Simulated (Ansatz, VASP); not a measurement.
**Sc3Mo: VASP beside Ansatz**

INCAR

```
PREC     = Accurate       # precision mode
ENCUT    = 520            # plane-wave cutoff, eV
EDIFF    = 1E-7           # SCF threshold, eV
ISMEAR   = 0              # smearing method
SIGMA    = 0.1            # smearing width, eV
LREAL    = F              # projectors in reciprocal space
LASPH    = T              # aspherical terms in the spheres
NELM     = 80             # most SCF steps
ALGO     = Fast           # electronic algorithm
ISIF     = 2              # what is computed and relaxed
LWAVE    = F              # write WAVECAR
LCHARG   = T              # write CHGCAR
GGA      = PE             # functional
LELF     = T              # ELF
LVHAR    = T            
NBANDS   = 32             # bands
```

KPOINTS

```
Automatic mesh
0
Gamma
  6 6 6
```

POSCAR

```
Sc3Mo
1.0
    5.3277228000      0.0000000000      0.0000000000
   -2.6638614000      4.6139432900      0.0000000000
    0.0000000000      0.0000000000      3.6848189300
Sc Mo
3 1
Direct
    0.5000000000      0.0000000000      0.0000000000
    0.0000000000      0.5000000000      0.0000000000
    0.5000000000      0.5000000000      0.0000000000
    0.0000000000      0.0000000000      0.5000000000
```

Input for Ansatz:

```yaml
crystal:
  lattice:
    - [5.3277228, 0.0, 0.0]
    - [-2.6638614, 4.61394329, 0.0]
    - [0.0, 0.0, 3.68481893]
  atoms:
    - { symbol: Sc, position: [0.5, 0.0, 0.0] }
    - { symbol: Sc, position: [0.0, 0.5, 0.0] }
    - { symbol: Sc, position: [0.5, 0.5, 0.0] }
    - { symbol: Mo, position: [0.0, 0.0, 0.5] }
basis:
  ecutwfc: 420
kpoints:
  mp_grid: { grid: [6, 6, 6] }
hamiltonian:
  xc: pbe
scf:
  occupations: { method: gaussian, width: 0.1 }
  lower_state_search: "off"
output:
  forces: true
  stress: true
  eigenvalues: true
```

Alike in both runs: task single point; functional PBE; k mesh 6 × 6 × 6; occupations gaussian, width 0.1 eV; no spin polarisation.

|  | VASP | Ansatz |
| --- | --- | --- |
| version | VASP 6.6.1 | Ansatz 0.2.0 |
| potentials or method | VASP PAW PBE potentials, release 64 (Sc_sv, Mo_sv), cutoff 520 eV | scalar-relativistic, plane waves, PAW |
| valence electrons in the cell | 47 | 47 |

|  | VASP | Ansatz | Ansatz less VASP |
| --- | --- | --- | --- |
| gap on the k mesh at the Fermi level (eV) | none | none | - |
| pressure (GPa) | -1.3 | -1.5 | -0.15 |
| traceless stress, the component that is largest in VASP (GPa) | -19.78 | -19.70 | +0.084 |

A gap of «none» marks a metal or a gap that the smearing closes.
